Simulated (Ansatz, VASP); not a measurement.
SiNi: VASP beside Ansatz

```
Si Ni
1.0
     4.42286    0.00000    0.00000
     0.00000    4.42286    0.00000
     0.00000    0.00000    4.42286
Si Ni
4 4
Cartesian
  2.8897 0.6783 1.5331
  0.6783 1.5331 2.8897
  1.5331 2.8897 0.6783
  3.7446 3.7446 3.7446
  1.5498 3.7613 2.8730
  3.7613 2.8730 1.5498
  2.8730 1.5498 3.7613
  0.6616 0.6616 0.6616
```

Alike in both runs: functional PBEsol; k mesh 8 × 8 × 8; occupations gaussian, width 0.1 eV; no spin polarisation.

Ansatz relaxed the structure, and its values are those at the end. VASP's run is a single point on that final structure, the one shown.

|  | VASP | Ansatz |
| --- | --- | --- |
| version | VASP 6.6.1 | Ansatz 0.2.0 |
| potentials or method | VASP PAW PBE potentials, release 64 (Si, Ni), cutoff 520 eV | scalar-relativistic, plane waves, PAW |
| valence electrons in the cell | 56 | 88 |

VASP gave:

| Item | Value |
| --- | --- |
| gap on the k mesh at the Fermi level (eV) | none |
| pressure (GPa) | 6.8 |

What did Ansatz give for the same quantities?

gap on the k mesh at the Fermi level (eV): none; pressure (GPa): 6.6.

VASP's potentials were made for PBE, not for PBEsol. A gap of «none» marks a metal or a gap that the smearing closes. VASP's potentials hold 56 valence electrons a cell and Ansatz's 88, so a difference there can come from the potentials and not from the codes. Ansatz's warnings: stress scf threshold loose.
